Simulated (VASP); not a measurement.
# GeCl2 (Fm-3m) in VASP: notebook

The runs below take GeCl2 through single point, relaxation of cell and atoms, with PBE.

All numbers are computed with VASP 6.6.1; they aren't measurements. Logs are shortened: lines on timing, memory, paths and dates and some standing lists are left out, and cuts for length are marked.

## Step 1: The cell of the first run

The structure is cubic, space group Fm-3m (No. 225). The conventional cell has a = 6.620 Å, b = 6.620 Å, c = 6.620 Å, α = 90.00°, β = 90.00°, γ = 90.00°. Within 3.8 Å of Ge (site symmetry m-3m) lie 8 Cl at 2.87 Å. Within 3.8 Å of Cl (site symmetry -43m) lie 4 Ge at 2.87 Å and 6 Cl at 3.31 Å.

The cell was built from a structure type or drawn by symmetry, and may not be a known phase.

## Step 2: Single point, PBE

INCAR reads:

```
PREC = Accurate ; ENCUT = 520
EDIFF = 1E-7 ; ISMEAR = 0
SIGMA = 0.1 ; LREAL = F
LASPH = T ; NELM = 100
ALGO = Normal ; ISIF = 2
LWAVE = F ; LCHARG = F
GGA = PE ; NBANDS = 21
```

KPOINTS reads:

```
regular mesh
0
Gamma
  4 4 4
```

POSCAR reads:

```
GeCl2
1.0
    0.0000000000      3.3101215342      3.3101215342
    3.3101215342      0.0000000000      3.3101215342
    3.3101215342      3.3101215342      0.0000000000
Ge Cl
1 2
Direct
    0.0000000000      0.0000000000      0.0000000000
    0.7500000000      0.7500000000      0.7500000000
    0.2500000000      0.2500000000      0.2500000000
```

Potentials or basis: VASP PAW PBE potentials, release 64 (Ge_d, Cl).

Run with:

```bash
$ cat potpaw_PBE.64/Ge_d/POTCAR potpaw_PBE.64/Cl/POTCAR > POTCAR
$ mpirun -np 1 vasp_std > vasp.out
```

OUTCAR:

```text
PREC = Accurate
   ENCUT = 520
   EDIFF = 1E-7
   ISMEAR = 0
   LREAL = F
   LASPH = T
   NELM = 100
   ISIF = 2
   GGA = PE

 ion  position               nearest neighbor table
   1  0.000  0.000  0.000-
   2  0.750  0.750  0.750-
   3  0.250  0.250  0.250-

  LATTYP: Found a face centered cubic cell.
 ALAT       =     6.6202430684

  Lattice vectors:

 A1 = (   0.0000000000,   3.3101215342,   3.3101215342)
 A2 = (   3.3101215342,   0.0000000000,   3.3101215342)
 A3 = (   3.3101215342,   3.3101215342,   0.0000000000)

Analysis of symmetry for initial positions (statically):
=====================================================================
 Subroutine PRICEL returns:
 Original cell was already a primitive cell.

 Routine SETGRP: Setting up the symmetry group for a
 face centered cubic supercell.

 Subroutine GETGRP returns: Found 48 space group operations
 (whereof 48 operations were pure point group operations)
 out of a pool of 48 trial point group operations.

The static configuration has the point symmetry O_h .

Analysis of symmetry for dynamics (positions and initial velocities):
=====================================================================
 Subroutine PRICEL returns:
 Original cell was already a primitive cell.

 Routine SETGRP: Setting up the symmetry group for a
 face centered cubic supercell.

 Subroutine GETGRP returns: Found 48 space group operations
 (whereof 48 operations were pure point group operations)
 out of a pool of 48 trial point group operations.

The dynamic configuration has the point symmetry O_h .

 Subroutine INISYM returns: Found 48 space group operations
 (whereof 48 operations are pure point group operations),
 and found     1 'primitive' translations

----------------------------------------------------------------------------------------

                                     Primitive cell

  volume of cell :      72.5374

  direct lattice vectors                    reciprocal lattice vectors
     0.000000000  3.310121534  3.310121534    -0.151051856  0.151051856  0.151051856
     3.310121534  0.000000000  3.310121534     0.151051856 -0.151051856  0.151051856
     3.310121534  3.310121534  0.000000000     0.151051856  0.151051856 -0.151051856

  length of vectors
     4.681218767  4.681218767  4.681218767     0.261629488  0.261629488  0.261629488

  position of ions in fractional coordinates (direct lattice)
     0.000000000  0.000000000  0.000000000
     0.750000000  0.750000000  0.750000000
     0.250000000  0.250000000  0.250000000

  ion indices of the primitive-cell ions
   primitive index   ion index
                 1           1
                 2           2
                 3           3

----------------------------------------------------------------------------------------

 KPOINTS: regular mesh

Automatic generation of k-mesh.
 Grid dimensions read from file:
 generate k-points for:    4    4    4

 Generating k-lattice:

  Cartesian coordinates                     Fractional coordinates (reciprocal lattice)
    -0.037762964  0.037762964  0.037762964     0.250000000  0.000000000  0.000000000
     0.037762964 -0.037762964  0.037762964     0.000000000  0.250000000  0.000000000
     0.037762964  0.037762964 -0.037762964     0.000000000  0.000000000  0.250000000

  Length of vectors
     0.065407372  0.065407372  0.065407372

  Shift w.r.t. Gamma in fractional coordinates (k-lattice)
     0.000000000  0.000000000  0.000000000

 Subroutine IBZKPT returns following result:
 ===========================================

 Found      8 irreducible k-points:

 Following reciprocal coordinates:
            Coordinates               Weight
  0.000000  0.000000  0.000000      1.000000
  0.250000  0.000000  0.000000      8.000000
  0.500000  0.000000  0.000000      4.000000
  0.250000  0.250000  0.000000      6.000000
  0.500000  0.250000  0.000000     24.000000
 -0.250000  0.250000  0.000000     12.000000
  0.500000  0.500000  0.000000      3.000000
 -0.250000  0.500000  0.250000      6.000000
   k-points           NKPTS =      8   k-points in BZ     NKDIM =      8   number of bands    NBANDS=     21
   number of dos      NEDOS =    301   number of ions     NIONS =      3
   total plane-waves  NPLWV =  46656
   dimension x,y,z NGX =    36 NGY =   36 NGZ =   36
   dimension x,y,z NGXF=    72 NGYF=   72 NGZF=   72
   ions per type =               1   2
   NGX,Y,Z   is equivalent  to a cutoff of  12.78, 12.78, 12.78 a.u.
   NGXF,Y,Z  is equivalent  to a cutoff of  25.57, 25.57, 25.57 a.u.
 SYSTEM =  unknown system
   PREC   = accura    normal or accurate (medium, high low for compatibility)
   ISTART =      0    job   : 0-new  1-cont  2-samecut
   ICHARG =      2    charge: 1-file 2-atom 10-const
   ISPIN  =      1    spin polarized calculation?
   LNONCOLLINEAR =      F non collinear calculations
   LSORBIT =      F    spin-orbit coupling
   LASPH  =      T    aspherical Exc in radial PAW
   ENCUT  =  520.0 eV  38.22 Ry    6.18 a.u.   8.70  8.70  8.70*2*pi/ulx,y,z
   NELM   =    100;   NELMIN=  2; NELMDL= -5     # of ELM steps
   EDIFF  = 0.1E-06   stopping-criterion for ELM
   LREAL  =      F    real-space projection
   EDIFFG = 0.1E-05   stopping-criterion for IOM
   NSW    =      0    number of steps for IOM
   IBRION =     -1    ionic relax: 0-MD 1-quasi-New 2-CG
   NFREE  =      0    steps in history (QN), initial steepest desc. (CG)
   ISIF   =      2    stress and relaxation
   ISYM   =      2    0-nonsym 1-usesym 2-fastsym
   POTIM  = 0.5000    time-step for ionic-motion
   TEBEG  =    0.0;   TEEND  =   0.0 temperature during run
   PSTRESS=    0.0 pullay stress
   NELECT =      28.0000    total number of electrons
   NUPDOWN=      -1.0000    fix difference up-down
   EMIN   =  10.00;   EMAX   =-10.00  energy-range for DOS
   EFERMI =   0.00;   METHOD = LEGACY
   ISMEAR =     0;   SIGMA  =   0.10  broadening in eV -4-tet -1-fermi 0-gaus
   EFERMI_NEDOS =   21; number of points for ismear=-14 and -15
   IALGO  =     38    algorithm
   IMIX   =      4    mixing-type and parameters
     AMIX     =   0.40;   BMIX     =  1.00
     AMIX_MAG =   1.60;   BMIX_MAG =  1.00
  volume/ion in A,a.u.               =      24.18       163.17
  Fermi-wavevector in a.u.,A,eV,Ry     =   1.191993  2.252539 19.331789  1.420846
  Thomas-Fermi vector in A             =   2.328041
   LORBIT       =      0    0 simple, 1 ext, 2 COOP (PROOUT), +10 PAW based schemes
   GGA     = PE    functional components
   LHFCALC =     F    Hartree Fock is set to
   AEXX    =    0.0000 exact exchange contribution
   IVDW    =     0    specifies the selected vdW correction
   LEPSILON=     F    determine dielectric tensor
   LRPA    =     F    only Hartree local field effects (RPA)
 non-spin polarized calculation
 Gauss-broadening in eV      SIGMA  =   0.10
  energy-cutoff  :      520.00
  volume of cell :       72.54
 maximum number of plane-waves:      1964
 NGX is ok and might be reduce to    36
   NGX = 17   NGY = 17   NGZ = 17

 number of electron      27.9999991 magnetization

 Free energy of the ion-electron system (eV)
  ---------------------------------------------------
  ext. energy  EPLUGINS =         0.00000000
  ---------------------------------------------------
  free energy    TOTEN  =       -10.06319390 eV

  energy without entropy =      -10.06319390  energy(sigma->0) =      -10.06319390

 E-fermi :   2.0730     XC(G=0):  -8.9592

 val. band max:        1.6456780989   @ k =   0.5000   0.0000   0.0000
 cond. band min:       4.2679014168   @ k =   0.2500   0.2500   0.0000
 fundamental gap:      2.6222233179
 Fermi energy:         2.0730427268

 k-point     1 :       0.0000    0.0000    0.0000
  band No.  band energies     occupation
      1     -22.4382      2.00000
      2     -22.4382      2.00000
      3     -22.4372      2.00000
      4     -22.4372      2.00000
      5     -22.4372      2.00000
      6     -12.8298      2.00000
      7     -11.2404      2.00000
      8      -3.3971      2.00000
      9      -0.8319      2.00000
     10      -0.8319      2.00000
     11      -0.8319      2.00000
     12       0.3576      2.00000
     13       0.3576      2.00000
     14       0.3576      2.00000
     15       4.5524      0.00000
     16       4.5524      0.00000
     17       4.5524      0.00000
     18      10.0771      0.00000
     19      10.0771      0.00000
     20      10.1008      0.00000
     21      15.4528      0.00000

 k-point     2 :       0.2500    0.0000    0.0000
  band No.  band energies     occupation
      1     -22.4382      2.00000
      2     -22.4382      2.00000
      3     -22.4376      2.00000
      4     -22.4368      2.00000
      5     -22.4368      2.00000
      6     -12.5736      2.00000
      7     -11.4366      2.00000
      8      -4.2447      2.00000
      9      -0.9675      2.00000
     10      -0.8730      2.00000
     11      -0.8730      2.00000
     12       0.0966      2.00000
     13       0.0966      2.00000
     14       1.3050      2.00000
     15       5.1491      0.00000
     16       5.1493      0.00000
     17       5.1493      0.00000
     18      10.8842      0.00000
     19      10.8842      0.00000
     20      11.1587      0.00000
     21      13.7402      0.00000

 k-point     3 :       0.5000    0.0000    0.0000
  band No.  band energies     occupation
      1     -22.4383      2.00000
      2     -22.4383      2.00000
      3     -22.4381      2.00000
      4     -22.4364      2.00000
      5     -22.4364      2.00000
      6     -11.9966      2.00000
      7     -11.9508      2.00000
      8      -4.9127      2.00000
      9      -0.8743      2.00000
     10      -0.8644      2.00000
     11      -0.8644      2.00000
     12      -0.1963      2.00000
     13      -0.1963      2.00000
     14       1.6457      2.00000
     15       5.8960      0.00000
     16       5.8960      0.00000
     17       6.4021      0.00000
     18      10.6882      0.00000
     19      11.5254      0.00000
     20      11.5254      0.00000
     21      13.7404      0.00000

 k-point     4 :       0.2500    0.2500    0.0000
  band No.  band energies     occupation
      1     -22.4384      2.00000
      2     -22.4382      2.00000
      3     -22.4380      2.00000
      4     -22.4366      2.00000
      5     -22.4366      2.00000
      6     -12.5143      2.00000
      7     -11.4450      2.00000
      8      -4.5684      2.00000
      9      -1.5461      2.00000
     10      -1.5461      2.00000
     11       0.2063      2.00000
     12       0.5121      2.00000
     13       0.8174      2.00000
     14       0.8174      2.00000
     15       4.2679      0.00000
     16       5.7451      0.00000
     17       5.7451      0.00000
     18      10.5934      0.00000
     19      10.7893      0.00000
     20      12.0262      0.00000
     21      13.7998      0.00000

 k-point     5 :       0.5000    0.2500    0.0000
  band No.  band energies     occupation
      1     -22.4385      2.00000
      2     -22.4381      2.00000
      3     -22.4380      2.00000
      4     -22.4367      2.00000
      5     -22.4362      2.00000
      6     -12.1149      2.00000
      7     -11.7435      2.00000
      8      -5.3019      2.00000
      9      -1.7354      2.00000
     10      -1.6322      2.00000
     11       0.0260      2.00000
     12       0.6784      2.00000
     13       0.9312      2.00000
     14       1.1413      2.00000
     15       5.3979      0.00000
     16       6.3213      0.00000
     17       6.3529      0.00000
     18       9.7551      0.00000
     19      12.0569      0.00000
     20      12.7852      0.00000
     21      13.0243      0.00000

 k-point     6 :      -0.2500    0.2500    0.0000
  band No.  band energies     occupation
      1     -22.4383      2.00000
      2     -22.4382      2.00000
      3     -22.4376      2.00000
      4     -22.4369      2.00000
      5     -22.4366      2.00000
      6     -12.2297      2.00000
      7     -11.6832      2.00000
      8      -5.0335      2.00000
      9      -1.5489      2.00000
     10      -1.0140      2.00000
     11      -0.6639      2.00000
     12       0.0338      2.00000
     13       1.0900      2.00000
     14       1.2464      2.00000
     15       5.5974      0.00000
     16       5.7284      0.00000
     17       6.1693      0.00000
     18       9.7602      0.00000
     19      11.9077      0.00000
     20      12.1616      0.00000
     21      14.3338      0.00000

 k-point     7 :       0.5000    0.5000    0.0000
  band No.  band energies     occupation
      1     -22.4391      2.00000
      2     -22.4385      2.00000
      3     -22.4378      2.00000
      4     -22.4360      2.00000
      5     -22.4360      2.00000
      6     -12.1376      2.00000
      7     -11.6327      2.00000
      8      -5.6171      2.00000
      9      -2.0221      2.00000
     10      -2.0221      2.00000
     11       0.4331      2.00000
     12       1.1660      2.00000
     13       1.1660      2.00000
     14       1.4943      2.00000
     15       4.5732      0.00000
     16       6.8402      0.00000
     17       6.8402      0.00000
     18       9.3884      0.00000
     19      11.8669      0.00000
     20      12.0855      0.00000
     21      14.2832      0.00000

 k-point     8 :      -0.2500    0.5000    0.2500
  band No.  band energies     occupation
      1     -22.4383      2.00000
      2     -22.4380      2.00000
      3     -22.4375      2.00000
      4     -22.4375      2.00000
      5     -22.4360      2.00000
      6     -11.8991      2.00000
      7     -11.8991      2.00000
      8      -5.5836      2.00000
      9      -2.2803      2.00000
     10      -0.7376      2.00000
     11      -0.7376      2.00000
     12       0.8963      2.00000
     13       1.2849      2.00000
     14       1.3649      2.00000
     15       6.0057      0.00000
     16       6.0057      0.00000
     17       6.2780      0.00000
     18       9.7863      0.00000
     19      12.3141      0.00000
     20      12.3141      0.00000
     21      12.8243      0.00000

------------------------ aborting loop because EDIFF is reached ----------------------------------------

  FORCE on cell =-STRESS in cart. coord.  units (eV):
  Direction    XX          YY          ZZ          XY          YZ          ZX
  --------------------------------------------------------------------------------------
  -------------------------------------------------------------------------------------
  Total       -0.0209831     -0.0209831     -0.0209831     -0.0000000     -0.0000000     -0.0000000
  in kB       -0.4634673     -0.4634673     -0.4634673     -0.0000000     -0.0000000     -0.0000000
  external PRESSURE =      -0.4634673 kB  Pullay stress =       0.0000000 kB

 VOLUME and BASIS-vectors are now :
 -----------------------------------------------------------------------------
  energy-cutoff  :      520.00
  volume of cell :       72.54
      direct lattice vectors                 reciprocal lattice vectors
     0.000000000  3.310121534  3.310121534    -0.151051856  0.151051856  0.151051856
     3.310121534  0.000000000  3.310121534     0.151051856 -0.151051856  0.151051856
     3.310121534  3.310121534  0.000000000     0.151051856  0.151051856 -0.151051856

 POSITION                                       TOTAL-FORCE (eV/Angst)
 -----------------------------------------------------------------------------------
      0.00000      0.00000      0.00000        -0.000000     -0.000000      0.000000
      4.96518      4.96518      4.96518         0.000000      0.000000      0.000000
      1.65506      1.65506      1.65506        -0.000000     -0.000000     -0.000000
 -----------------------------------------------------------------------------------
    total drift:                               -0.000000      0.000000      0.000000

  FREE ENERGIE OF THE ION-ELECTRON SYSTEM (eV)
  ---------------------------------------------------
  free  energy   TOTEN  =       -10.0631938990 eV

  energy  without entropy=      -10.0631938989  energy(sigma->0) =      -10.06319390
```

It took 15 s on 1 thread of Intel Xeon Platinum 8259CL at 2.50GHz (Skylake/Cascade Lake), shared host; peak memory 0.2 GiB.

What came out:

- Free energy: -10.0632 eV
- Pressure: 0.0 GPa
- Band gap on the k mesh: 2.62 eV (least direct gap 3.08 eV)

A k mesh can miss the band edges.

## Step 3: Relaxation of cell and atoms, PBE

This run uses another cell than the first one, of 34.11 Å³/atom.

INCAR reads:

```
SYSTEM = GeCl2
PREC = Accurate
ENCUT = 600
EDIFF = 1E-7
ISMEAR = 0
SIGMA = 0.1
LREAL = .False.
LASPH = .True.
NELM = 100
ALGO = Fast
ISIF = 3
LWAVE = .False.
LCHARG = .False.
GGA = PE
IBRION = 2
NSW = 90
EDIFFG = -0.04
```

KPOINTS reads:

```
Automatic mesh
0
Gamma
  4 4 4
  0 0 0
```

POSCAR reads:

```
GeCl2
1.0
    0.0000000000      3.7123493400      3.7123493400
    3.7123493400      0.0000000000      3.7123493400
    3.7123493400      3.7123493400      0.0000000000
Ge Cl
1 2
Direct
    0.0000000000      0.0000000000      0.0000000000
    0.7500000000      0.7500000000      0.7500000000
    0.2500000000      0.2500000000      0.2500000000
```

Potentials or basis: VASP PAW PBE potentials, release 64 (Ge_d, Cl).

Run with:

```bash
$ cat potpaw_PBE.64/Ge_d/POTCAR potpaw_PBE.64/Cl/POTCAR > POTCAR
$ mpirun -np 1 vasp_std > vasp.out
```

It took 1.7 min on 1 thread of Intel Xeon Platinum 8259CL at 2.50GHz (Skylake/Cascade Lake), shared host; peak memory 0.27 GiB.

It converged, with:

| Quantity | Value |
| --- | --- |
| Free energy | -10.0659 eV |
| Relaxed volume | 24.12 Å³/atom |
| Relaxed cell | a = 4.677 Å, b = 4.677 Å, c = 4.677 Å, α = 60.00°, β = 60.00°, γ = 60.00° |
| Space group after relaxing (to 0.1 Å) | Fm-3m (No. 225) |
| Energy gained by relaxing | 299.5 meV/atom |
| Ionic steps | 4 |
| Pressure after relaxing | 0.1 GPa |
| Band gap on the k mesh | 2.62 eV (least direct gap 3.09 eV) |

The path:
```csv
step,energy change (eV),largest force (eV/Å),pressure (GPa),volume (Å³)
1,0.0000,0.0000,-7.02,102.32
2,-0.7681,0.0000,-4.08,81.75
3,-0.8964,0.0000,-0.64,73.63
4,-0.8986,0.0000,0.10,72.35
```

Final structure:
```
Ge Cl
1.0
     0.00000    3.30722    3.30722
     3.30722    0.00000    3.30722
     3.30722    3.30722    0.00000
Ge Cl
1 2
Cartesian
  0.0000 3.3072 3.3072
  4.9608 4.9608 4.9608
  1.6536 1.6536 1.6536
```

Levels at points of the mesh, in eV from the valence-band top:
```csv
k point,band 11,band 12,band 13,band 14,band 15,band 16,band 17,band 18
"(0.00, 0.00, 0.00)",-2.49,-1.30,-1.30,-1.30,2.90,2.90,2.90,8.46
"(0.50, 0.00, 0.00)",-2.53,-1.86,-1.86,0.00,4.25,4.25,4.77,9.04
"(0.50, 0.50, 0.00)",-1.22,-0.49,-0.49,-0.16,2.93,5.20,5.20,7.75
```

Caveat: the volume moved by over 15 % at a fixed basis, so the end points are rough. A k mesh can miss the band edges.
